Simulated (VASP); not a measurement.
# HfSiO4 (P-4m2) in VASP: settings compared

HfSiO4 is run at these levels: PBEsol, PBE; tasks: relaxation of cell and atoms.

Program: VASP 6.6.1. These are calculated values, not measurements. Logs are shortened: lines on timing, memory, paths and dates and some standing lists are left out, and cuts for length are marked.

**1. The cell of the first run**

The structure is tetragonal, space group P-4m2 (No. 115). The conventional cell has a = 3.316 Å, b = 3.316 Å, c = 5.769 Å, α = 90.00°, β = 90.00°, γ = 90.00°. Si (site symmetry -4m2) has 4 O at 1.80 Å within 2.4 Å. Within 2.6 Å of Hf (site symmetry -4m2) lie 4 O at 1.94 Å. Within 2.4 Å of O (site symmetry 2mm) lie 2 Si at 1.80 Å. Within 2.7 Å of O (site symmetry 2mm) lie 2 Hf at 1.94 Å and 2 Si at 2.50 Å and 5 O at 2.58 to 2.62 Å.

**2. Relaxation of cell and atoms, PBEsol**

INCAR

```
SYSTEM = HfSiO4
PREC = Accurate ; ENCUT = 600
EDIFF = 1E-6 ; ISMEAR = -1
SIGMA = 0.02 ; LREAL = .FALSE.
LASPH = .TRUE. ; NELM = 100
ALGO = Normal ; ISIF = 3
LWAVE = .FALSE. ; LCHARG = .FALSE.
GGA = PS ; IBRION = 2
NSW = 80 ; EDIFFG = -0.005
```

KPOINTS

```
Automatic mesh
0
G
  8 8 4
  0 0 0
```

POSCAR

```
HfSiO4
1.0
    3.3161167910      0.0000000000      0.0000000000
    0.0000000000      3.3161167910      0.0000000000
    0.0000000000      0.0000000000      5.7690040846
Si Hf O
1 1 4
Direct
    0.5000000000      0.5000000000      0.5000000000
    0.0000000000      0.0000000000      0.0000000000
    0.5000000000      0.0000000000      0.6223781974
    0.0000000000      0.5000000000      0.8245681059
    0.0000000000      0.5000000000      0.3776218026
    0.5000000000      0.0000000000      0.1754318941
```

Potentials or basis: VASP PAW PBE potentials, release 64 (Si, Hf_pv, O).

The run is started by

```
$ cat potpaw_PBE.64/Si/POTCAR potpaw_PBE.64/Hf_pv/POTCAR potpaw_PBE.64/O/POTCAR > POTCAR
$ mpirun -np 1 vasp_std > vasp.out
```

OUTCAR:

```text
SYSTEM = HfSiO4
   PREC = Accurate
   ENCUT = 600
   EDIFF = 1E-6
   ISMEAR = -1
   LREAL = .FALSE.
   LASPH = .TRUE.
   NELM = 100
   ISIF = 3
   GGA = PS
   IBRION = 2
   NSW = 80
   EDIFFG = -0.005

 ion  position               nearest neighbor table
   1  0.500  0.500  0.500-   3 1.80   5 1.80   3 1.80   5 1.80   4 2.50   6 2.50   4 2.50   6 2.50

   2  0.000  0.000  0.000-   4 1.94   6 1.94   4 1.94   6 1.94   5 2.74   5 2.74   3 2.74   3 2.74

   3  0.500  0.000  0.622-   1 1.80   1 1.80   2 2.74   2 2.74
   4  0.000  0.500  0.825-   2 1.94   2 1.94   1 2.50   1 2.50
   5  0.000  0.500  0.378-   1 1.80   1 1.80   2 2.74   2 2.74
   6  0.500  0.000  0.175-   2 1.94   2 1.94   1 2.50   1 2.50

  LATTYP: Found a simple tetragonal cell.
 ALAT       =     3.3161167910
 C/A-ratio  =     1.7396866420

  Lattice vectors:

 A1 = (   3.3161167910,   0.0000000000,   0.0000000000)
 A2 = (   0.0000000000,   3.3161167910,   0.0000000000)
 A3 = (   0.0000000000,   0.0000000000,   5.7690040846)

Analysis of symmetry for initial positions (statically):
=====================================================================
 Subroutine PRICEL returns:
 Original cell was already a primitive cell.

 Routine SETGRP: Setting up the symmetry group for a
 simple tetragonal supercell.

 Subroutine GETGRP returns: Found  8 space group operations
 (whereof  8 operations were pure point group operations)
 out of a pool of 16 trial point group operations.

The static configuration has the point symmetry D_2d.

Analysis of symmetry for dynamics (positions and initial velocities):
=====================================================================
 Subroutine PRICEL returns:
 Original cell was already a primitive cell.

 Routine SETGRP: Setting up the symmetry group for a
 simple tetragonal supercell.

 Subroutine GETGRP returns: Found  8 space group operations
 (whereof  8 operations were pure point group operations)
 out of a pool of 16 trial point group operations.

The dynamic configuration has the point symmetry D_2d.

 Subroutine INISYM returns: Found  8 space group operations
 (whereof  8 operations are pure point group operations),
 and found     1 'primitive' translations

----------------------------------------------------------------------------------------

                                     Primitive cell

  volume of cell :      63.4396

  direct lattice vectors                    reciprocal lattice vectors
     3.316116791  0.000000000  0.000000000     0.301557533  0.000000000  0.000000000
     0.000000000  3.316116791  0.000000000     0.000000000  0.301557533  0.000000000
     0.000000000  0.000000000  5.769004085     0.000000000  0.000000000  0.173340144

  length of vectors
     3.316116791  3.316116791  5.769004085     0.301557533  0.301557533  0.173340144

  position of ions in fractional coordinates (direct lattice)
     0.500000000  0.500000000  0.500000000
     0.000000000  0.000000000  0.000000000
     0.500000000  0.000000000  0.622378197
     0.000000000  0.500000000  0.824568106
     0.000000000  0.500000000  0.377621803
     0.500000000  0.000000000  0.175431894

  ion indices of the primitive-cell ions
   primitive index   ion index
                 1           1
                 2           2
                 3           3
                 4           4
                 5           5
                 6           6

----------------------------------------------------------------------------------------

 KPOINTS: Automatic mesh

Automatic generation of k-mesh.
 Grid dimensions read from file:
 generate k-points for:    8    8    4

 Generating k-lattice:

  Cartesian coordinates                     Fractional coordinates (reciprocal lattice)
     0.037694692  0.000000000  0.000000000     0.125000000  0.000000000  0.000000000
     0.000000000  0.037694692  0.000000000     0.000000000  0.125000000  0.000000000
     0.000000000  0.000000000  0.043335036     0.000000000  0.000000000  0.250000000

  Length of vectors
     0.037694692  0.037694692  0.043335036

  Shift w.r.t. Gamma in fractional coordinates (k-lattice)
     0.000000000  0.000000000  0.000000000

 Subroutine IBZKPT returns following result:
 ===========================================

 Found     45 irreducible k-points:

 Following reciprocal coordinates:
            Coordinates               Weight
  0.000000  0.000000  0.000000      1.000000
  0.125000  0.000000  0.000000      4.000000
  0.250000  0.000000  0.000000      4.000000
  0.375000  0.000000  0.000000      4.000000
  0.500000  0.000000  0.000000      2.000000
  0.125000  0.125000  0.000000      4.000000
[... 16 lines left out ...]
  0.375000  0.125000  0.250000     16.000000
  0.500000  0.125000  0.250000      8.000000
 [... further k-points ...]
   k-points           NKPTS =     45   k-points in BZ     NKDIM =     45   number of bands    NBANDS=     23
   number of dos      NEDOS =    301   number of ions     NIONS =      6
   total plane-waves  NPLWV =  37632
   dimension x,y,z NGX =    28 NGY =   28 NGZ =   48
   dimension x,y,z NGXF=    56 NGYF=   56 NGZF=   96
   ions per type =               1   1   4
   NGX,Y,Z   is equivalent  to a cutoff of  14.04, 14.04, 13.83 a.u.
   NGXF,Y,Z  is equivalent  to a cutoff of  28.07, 28.07, 27.66 a.u.
 SYSTEM =  HfSiO4
   PREC   = accura    normal or accurate (medium, high low for compatibility)
   ISTART =      0    job   : 0-new  1-cont  2-samecut
   ICHARG =      2    charge: 1-file 2-atom 10-const
   ISPIN  =      1    spin polarized calculation?
   LNONCOLLINEAR =      F non collinear calculations
   LSORBIT =      F    spin-orbit coupling
   LASPH  =      T    aspherical Exc in radial PAW
   ENCUT  =  600.0 eV  44.10 Ry    6.64 a.u.   6.62  6.62 11.52*2*pi/ulx,y,z
   NELM   =    100;   NELMIN=  2; NELMDL= -5     # of ELM steps
   EDIFF  = 0.1E-05   stopping-criterion for ELM
   LREAL  =      F    real-space projection
   EDIFFG = -.5E-02   stopping-criterion for IOM
   NSW    =     80    number of steps for IOM
   IBRION =      2    ionic relax: 0-MD 1-quasi-New 2-CG
   NFREE  =      1    steps in history (QN), initial steepest desc. (CG)
   ISIF   =      3    stress and relaxation
   ISYM   =      2    0-nonsym 1-usesym 2-fastsym
   POTIM  = 0.5000    time-step for ionic-motion
   TEBEG  =    0.0;   TEEND  =   0.0 temperature during run
   PSTRESS=    0.0 pullay stress
   NELECT =      38.0000    total number of electrons
   NUPDOWN=      -1.0000    fix difference up-down
   EMIN   =  10.00;   EMAX   =-10.00  energy-range for DOS
   EFERMI =   0.00;   METHOD = LEGACY
   ISMEAR =    -1;   SIGMA  =   0.02  broadening in eV -4-tet -1-fermi 0-gaus
   EFERMI_NEDOS =   21; number of points for ismear=-14 and -15
   IALGO  =     38    algorithm
   IMIX   =      4    mixing-type and parameters
     AMIX     =   0.40;   BMIX     =  1.00
     AMIX_MAG =   1.60;   BMIX_MAG =  1.00
  volume/ion in A,a.u.               =      10.57        71.35
  Fermi-wavevector in a.u.,A,eV,Ry     =   1.380011  2.607843 25.911347  1.904430
  Thomas-Fermi vector in A             =   2.504928
   LORBIT       =      0    0 simple, 1 ext, 2 COOP (PROOUT), +10 PAW based schemes
   GGA     = PS    functional components
   LHFCALC =     F    Hartree Fock is set to
   AEXX    =    0.0000 exact exchange contribution
   IVDW    =     0    specifies the selected vdW correction
   LEPSILON=     F    determine dielectric tensor
   LRPA    =     F    only Hartree local field effects (RPA)
 conjugate gradient relaxation of ions
 non-spin polarized calculation
  energy-cutoff  :      600.00
  volume of cell :       63.44
 maximum number of plane-waves:      2137
 NGX is ok and might be reduce to    28
   NGX = 13   NGY = 13   NGZ = 23

--------------------------------------- Ionic step        1  -------------------------------------------

 number of electron      38.0000017 magnetization

 Free energy of the ion-electron system (eV)
  ---------------------------------------------------
  ext. energy  EPLUGINS =         0.00000000
  ---------------------------------------------------
  free energy    TOTEN  =       -53.32063905 eV

  energy without entropy =      -53.32063905  energy(sigma->0) =      -53.32063905

------------------------ aborting loop because EDIFF is reached ----------------------------------------

  FORCE on cell =-STRESS in cart. coord.  units (eV):
  Direction    XX          YY          ZZ          XY          YZ          ZX
  --------------------------------------------------------------------------------------
  -------------------------------------------------------------------------------------
  Total       -2.8556140     -2.8556140     -3.1872680      0.0000000      0.0000000      0.0000000
  in kB      -72.1189837    -72.1189837    -80.4949578      0.0000000      0.0000000      0.0000000
  external PRESSURE =     -74.9109751 kB  Pullay stress =       0.0000000 kB
[... 101 lines left out ...]
  FREE ENERGIE OF THE ION-ELECTRON SYSTEM (eV)
  ---------------------------------------------------
  free  energy   TOTEN  =       -53.3691506239 eV

  energy  without entropy=      -53.3691506239  energy(sigma->0) =      -53.36915062

[... ionic steps 4 to 15 ...]

--------------------------------------- Ionic step       16  -------------------------------------------

 number of electron      38.0000016 magnetization

------------------------ aborting loop because EDIFF is reached ----------------------------------------

  FORCE on cell =-STRESS in cart. coord.  units (eV):
  Direction    XX          YY          ZZ          XY          YZ          ZX
  --------------------------------------------------------------------------------------
  -------------------------------------------------------------------------------------
  Total       -0.0424861     -0.0424861     -0.0331688      0.0000000      0.0000000      0.0000000
  in kB       -1.1520003     -1.1520003     -0.8993632      0.0000000      0.0000000      0.0000000
  external PRESSURE =      -1.0677879 kB  Pullay stress =       0.0000000 kB
[... 65 lines left out ...]
  energy  without entropy=      -53.4477870794  energy(sigma->0) =      -53.44778708

--------------------------------------- Ionic step       18  -------------------------------------------

 number of electron      38.0000017 magnetization

 Free energy of the ion-electron system (eV)
  ---------------------------------------------------
  ext. energy  EPLUGINS =         0.00000000
  ---------------------------------------------------
  free energy    TOTEN  =       -53.44780423 eV

  energy without entropy =      -53.44780423  energy(sigma->0) =      -53.44780423

 E-fermi :   5.0878     XC(G=0): -12.0239

 val. band max:        4.7156112159   @ k =   0.5000   0.5000   0.5000
 cond. band min:       6.9346604952   @ k =   0.0000   0.0000   0.0000
 fundamental gap:      2.2190492793
 Fermi energy:         5.0878334585

 k-point     1 :       0.0000    0.0000    0.0000
  band No.  band energies     occupation
      1     -24.1291      2.00000
      2     -23.8256      2.00000
      3     -23.8256      2.00000
      4     -14.8341      2.00000
      5     -12.4270      2.00000
      6     -11.7083      2.00000
[... 613 lines left out ...]
     22      10.9778      0.00000
     23      11.9744      0.00000

 [... further k-points ...]

------------------------ aborting loop because EDIFF is reached ----------------------------------------

  FORCE on cell =-STRESS in cart. coord.  units (eV):
  Direction    XX          YY          ZZ          XY          YZ          ZX
  --------------------------------------------------------------------------------------
  -------------------------------------------------------------------------------------
  Total       -0.0033995     -0.0033995     -0.0272268      0.0000000      0.0000000     -0.0000000
  in kB       -0.0922129     -0.0922129     -0.7385265      0.0000000      0.0000000     -0.0000000
  external PRESSURE =      -0.3076507 kB  Pullay stress =       0.0000000 kB
[... 21 lines left out ...]
  FREE ENERGIE OF THE ION-ELECTRON SYSTEM (eV)
  ---------------------------------------------------
  free  energy   TOTEN  =       -53.4478042344 eV

  energy  without entropy=      -53.4478042344  energy(sigma->0) =      -53.44780423

 reached required accuracy - stopping structural energy minimisation
```

Run time: 5.3 min. Hardware: 1 thread of Intel Xeon 6975P-C (Granite Rapids), shared host; peak memory 0.25 GiB.

What came out:

```
Free energy                           : -53.4478 eV
Relaxed volume                        : 9.84 Å³/atom
Relaxed cell                          : a = 3.313 Å, b = 3.313 Å, c = 5.383 Å, α = 90.00°, β = 90.00°, γ = 90.00°
Space group after relaxing (to 0.1 Å) : P-4m2 (No. 115)
Energy gained by relaxing             : 21.2 meV/atom
Ionic steps                           : 18
Pressure after relaxing               : 0.0 GPa
Largest force after relaxing          : 0.005 eV/Å
Band gap on the k mesh                : 2.22 eV (least direct gap 2.34 eV)
```

Forces in eV/Å, atoms in the order of the input:
```
Si   0.000  0.000  0.000
Hf   0.000  0.000  0.000
O    0.000  0.000  0.005
O    0.000  0.000  0.001
O    0.000  0.000 -0.005
O    0.000  0.000 -0.001
```

The path:
```tsv
step	energy change (eV)	largest force (eV/Å)	pressure (GPa)	volume (Å³)
1	0.0000	0.2283	-7.49	63.44
2	0.0392	1.1133	11.14	59.01
3	-0.0485	0.3138	-0.24	61.50
4	-0.0653	0.2402	-0.08	61.06
5	-0.0952	0.4471	0.76	59.74
6	-0.1098	0.3099	-0.05	59.70
7	-0.1233	0.1018	-2.10	59.58
8	-0.1243	0.0601	-1.72	59.61
9	-0.1250	0.1834	1.18	58.82
10	-0.1267	0.0725	-0.14	59.18
11	-0.1271	0.0291	0.04	59.09
12	-0.1271	0.0174	0.06	59.07
13	-0.1271	0.0162	0.04	59.07
14	-0.1271	0.0187	0.06	59.06
15	-0.1271	0.0169	0.09	59.06
16	-0.1271	0.0133	-0.11	59.09
17	-0.1271	0.0147	-0.06	59.08
18	-0.1272	0.0048	-0.03	59.07
```

Final structure:
```
Si Hf O
1.0
     3.31256    0.00000    0.00000
     0.00000    3.31256    0.00000
     0.00000    0.00000    5.38287
Si Hf O
1 1 4
Direct
  0.50000 0.50000 0.50000
  0.00000 0.00000 0.00000
  0.50000 0.00000 0.63985
  0.00000 0.50000 0.81363
  0.00000 0.50000 0.36015
  0.50000 0.00000 0.18637
```

Caveat: the PAW data sets were made with another functional, which shifts forces and pressure a little; spin-orbit coupling is left out, which moves the levels of the heavy elements. A k mesh can miss the band edges.

[end of part 1 of 2]
